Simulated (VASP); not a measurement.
Li5Mg, 6 atoms in the cell. Symmetry: P-62m, No. 189, hexagonal system. The conventional cell has a = 5.274 Å, b = 5.274 Å, c = 5.053 Å, α = 90.00°, β = 90.00°, γ = 120.00°. Within 4.0 Å of Li (site symmetry m2m) lie 10 Li at 3.04 to 3.08 Å and 2 Mg at 3.07 Å. Within 4.0 Å of Li (site symmetry -6) lie 3 Mg at 3.05 Å and 9 Li at 3.05 to 3.08 Å. Within 4.0 Å of Mg (site symmetry -62m) lie 12 Li at 3.05 to 3.07 Å. 

- Program: VASP 6.6.1
- Task: single point
- Functional: PBEsol
- Potentials or basis: VASP PAW PBE potentials, release 64 (Li_sv, Mg)
- Cutoff: 520 eV
- k mesh: 5 × 5 × 4
- Occupations: fermi-dirac, width 0.1 eV
- Spin: no spin polarisation
- Dipole correction: no
- Further INCAR settings: ALGO = Normal; EDIFF = 1e-06; NBANDS = 18

Potentials or basis: VASP PAW PBE potentials, release 64 (Li_sv, Mg).

Run with:

```sh
$ cat potpaw_PBE.64/Li_sv/POTCAR potpaw_PBE.64/Mg/POTCAR > POTCAR
$ mpirun -np 1 vasp_std > vasp.out
```

Hardware: 1 thread of Intel Xeon 8259CL, on a shared host.

Problem. How long does it take, and how much memory?

Solution. Wall time 46 s on 1 thread of Intel Xeon 8259CL, on a shared host, peak memory 0.23 GiB. Counts: scf iterations 11, k points 15.
